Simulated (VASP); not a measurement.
Mn: single point with BLYP

The system is Mn.

```
Mn
1.0
     2.58518    0.00000    0.00000
    -1.29259    2.23883    0.00000
     0.00000    0.00000    8.36341
Mn
4
Direct
  0.00000 0.00000 0.00000
  0.00000 0.00000 0.50000
  0.33333 0.66667 0.25000
  0.66667 0.33333 0.75000
```

This isn't the form of Mn at room conditions, which is a 58-atom cubic cell.

- Program: VASP 6.6.1
- Task: single point
- Functional: BLYP
- Potentials or basis: VASP PAW PBE potentials, release 64 (Mn_pv)
- Cutoff: 520 eV
- k mesh: 16 × 16 × 5
- Occupations: fermi-dirac, width 0.05 eV
- Spin: collinear spin, ferrimagnetic start
- Starting moments: [0.753, 0.753, -0.671, -0.671] μB
- Dipole correction: no
- Further INCAR settings: ALGO = Normal; EDIFF = 1e-06; NBANDS = 38

```json
{
 "Pressure": "-10.6 GPa",
 "Net moment": "0.12 μB per cell",
 "Site moments": "Mn +1.33, -1.28 (each value once) μB",
 "Valence electrons inside the program's atomic spheres": "Mn 11.83"
}
```

Stress tensor (GPa, compression positive):
```
-11.22   0.00   0.00
  0.00 -11.22   0.00
  0.00   0.00  -9.23
```

Levels at points of the mesh, in eV from the Fermi level:
Spin up:
```tsv
k point	band 24	band 25	band 26	band 27	band 28	band 29
(0.00, 0.00, 0.00)	-0.76	-0.76	-0.33	-0.33	-0.16	-0.16
(0.50, 0.00, 0.00)	-0.58	0.82	0.94	0.96	1.40	1.41
```
Spin down:
```
           k point  band 22  band 23  band 24  band 25  band 26  band 27  band 28  band 29
(0.00, 0.00, 0.00)    -0.94    -0.89    -0.89    -0.85    -0.14    -0.14    -0.11    -0.11
(0.50, 0.00, 0.00)    -1.00    -0.57    -0.34     0.76     1.01     1.12     1.18     1.56
```

It took 3.1 min on 1 thread of Intel(R) Xeon(R) 6975P-C (Granite Rapids), with other jobs on the host, peak memory 0.33 GiB.

Caveat: the cell stands under tension; the PAW data sets were made with another functional, which shifts forces and pressure a little.
